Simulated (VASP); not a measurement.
Set up this calculation in VASP 6.6.1, as the native input.

| Quantity | Value |
| --- | --- |
| Task | single point |
| Functional | PBE |
| Potentials or basis | VASP PAW PBE potentials, release 64 (Sn_d, O) |
| Cutoff | 520 eV |
| k mesh | 12 × 12 × 12 |
| Occupations | gaussian, width 0.05 eV |
| Spin | no spin polarisation |
| Dipole correction | no |
| Further INCAR settings | ALGO = Normal; EDIFF = 1e-06; NBANDS = 20 |

The structure of SnO2 lies in POSCAR:

```
SnO2
1.0
    1.6587648191      0.9576883149      5.0460169415
   -1.6587648191      0.9576883149      5.0460169415
    0.0000000000     -1.9153766297      5.0460169415
Sn O
1 2
Direct
    0.5000000000      0.5000000000      0.5000000000
    0.2348826742      0.2348826742      0.2348826742
    0.7651173258      0.7651173258      0.7651173258
```

This cell differs from its parent crystal: atoms shifted along a free coordinate.

These files were run (other wordings do the same):

INCAR

```
PREC = Accurate ; ENCUT = 520
EDIFF = 1E-6 ; ISMEAR = 0
SIGMA = 0.05 ; LREAL = False
LASPH = True ; NELM = 80
ALGO = Normal ; ISIF = 2
LWAVE = False ; LCHARG = False
GGA = PE ; NBANDS = 20
```

KPOINTS

```
Automatic mesh
0
Gamma
  12 12 12
```

Potentials or basis: VASP PAW PBE potentials, release 64 (Sn_d, O).

Run with:

```console
$ cat potpaw_PBE.64/Sn_d/POTCAR potpaw_PBE.64/O/POTCAR > POTCAR
$ mpirun -np 1 vasp_std > vasp.out
```

Results of the run:

```json
{
 "Pressure": "-8.4 GPa",
 "Largest force": "0.668 eV/Å",
 "Band gap on the k mesh": "1.55 eV (least direct gap 1.67 eV)"
}
```

Caveat: the cell differs from its parent crystal (atoms shifted along a free coordinate); the cell stands under tension; spin-orbit coupling is left out, which moves the levels of the heavy elements.

Wall time 4.4 min on 1 thread of Intel(R) Xeon(R) Platinum 8259CL CPU @ 2.50GHz (Skylake/Cascade Lake), on a shared host, peak memory 0.35 GiB.
